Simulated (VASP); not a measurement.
## Pd: single point with PBE

Crystal: Pd.

```
Pd
1.0
     2.25024    0.00000    0.00000
    -1.12512    1.94877    0.00000
     0.00000    0.00000    2.15775
Pd
1
Direct
  0.00000 0.00000 0.00000
```

This isn't the form of Pd at room conditions, which is fcc.

```yaml
Program: VASP 6.6.1
Task: single point
Functional: PBE
Potentials_or_basis: VASP PAW PBE potentials, release 64 (Pd_sv_GW)
Cutoff: 630 eV
k_mesh: 19 × 19 × 18
Occupations: fermi-dirac, width 0.05 eV
Spin: no spin polarisation
Dipole_correction: no
Further_INCAR_settings: ALGO = Normal; EDIFF = 1e-06; NBANDS = 15
```

```yaml
Pressure: 350.6 GPa
Band_gap_on_the_k_mesh: zero (bands 9 and 10 overlap by 5.60 eV)
```

Stress tensor (GPa, compression positive):
```
350.82   0.00   0.00
  0.00 350.82   0.00
  0.00   0.00 350.29
```

Levels at points of the mesh, in eV from the Fermi level:
| k point | band 5 | band 6 | band 7 | band 8 | band 9 | band 10 | band 11 | band 12 | band 13 | band 14 |
| --- | --- | --- | --- | --- | --- | --- | --- | --- | --- | --- |
| (0.00, 0.00, 0.00) | -11.07 | -10.43 | -6.07 | -6.07 | 0.35 | 0.35 | 16.14 | 19.65 | 27.61 | 27.61 |
| (0.00, 0.00, 0.50) | -8.41 | -5.20 | -5.20 | -3.34 | -3.34 | -2.01 | 9.91 | 19.95 | 24.70 | 24.70 |

It took 25 s on 1 thread of Intel(R) Xeon(R) 6975P-C (Granite Rapids), on a shared host, peak memory 0.21 GiB.

Caveat: the cell stands under pressure.
